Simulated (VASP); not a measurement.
Ir: relaxation of cell and atoms with r2SCAN

Ir:

```
Ir
1.0
     2.72264    0.00000    0.00000
    -1.36132    2.35788    0.00000
     0.00000    0.00000    4.44490
Ir
2
Cartesian
  0.0000 1.5719 1.1112
  1.3613 0.7860 3.3337
```

This isn't the form of Ir at room conditions, which is fcc.

```yaml
Program: VASP 6.6.1
Task: relaxation of cell and atoms
Functional: r2SCAN
Potentials_or_basis: VASP PAW PBE potentials, release 64 (Ir)
Cutoff: 600 eV
k_mesh: 18 × 18 × 10
Occupations: gaussian, width 0.1 eV
Spin: no spin polarisation
Dipole_correction: no
Further_INCAR_settings: ALGO = Normal; EDIFF = 1e-06; IBRION = 2; EDIFFG = -0.01; NSW = 80; ISIF = 3
```

```
Relaxed volume                        : 14.36 Å³/atom
Relaxed cell                          : a = 2.735 Å, b = 2.735 Å, c = 4.432 Å, α = 90.00°, β = 90.00°, γ = 120.00°
Space group after relaxing (to 0.1 Å) : P6_3/mmc (No. 194)
Energy gained by relaxing             : 1.2 meV/atom
Ionic steps                           : 5
Pressure after relaxing               : 0.0 GPa
Band gap on the k mesh                : zero (bands 9 and 10 overlap by 3.37 eV)
```

The path:
```csv
step,energy change (eV),largest force (eV/Å),pressure (GPa),volume (Å³)
1,0.0000,0.0000,2.35,28.53
2,0.0166,0.0000,-8.37,29.41
3,-0.0020,0.0000,-0.45,28.75
4,-0.0023,0.0000,0.30,28.69
5,-0.0025,0.0000,-0.01,28.71
```

Final structure:
```cif
data_structure
_symmetry_space_group_name_H-M 'P 1'
_symmetry_Int_Tables_number 1
_cell_length_a 2.7351
_cell_length_b 2.7351
_cell_length_c 4.4323
_cell_angle_alpha 90.000
_cell_angle_beta 90.000
_cell_angle_gamma 120.000
_cell_volume 28.71
loop_
_atom_site_label
_atom_site_type_symbol
_atom_site_fract_x
_atom_site_fract_y
_atom_site_fract_z
_atom_site_occupancy
Ir1 Ir 0.33333 0.66667 0.25000 1
Ir2 Ir 0.66667 0.33333 0.75000 1
```

Levels at points of the mesh, in eV from the Fermi level:
| k point | band 7 | band 8 | band 9 | band 10 | band 11 | band 12 |
| --- | --- | --- | --- | --- | --- | --- |
| (0.00, 0.00, 0.00) | -3.26 | -2.46 | -2.46 | -0.76 | 0.26 | 0.26 |
| (0.50, 0.00, 0.00) | -3.05 | 0.70 | 0.96 | 1.12 | 3.03 | 4.54 |
| (0.00, 0.00, 0.50) | -4.06 | -4.06 | -0.51 | -0.51 | -0.51 | -0.51 |
| (0.50, 0.00, 0.50) | -0.97 | -0.97 | 0.95 | 0.95 | 2.08 | 2.08 |

It took 7 min on 1 thread of Intel(R) Xeon(R) 6975P-C (Granite Rapids) (shared host), peak memory 0.25 GiB.

Caveat: the PAW data sets were made with another functional, which shifts forces and pressure a little; spin-orbit coupling is left out, which moves the levels of the heavy elements.
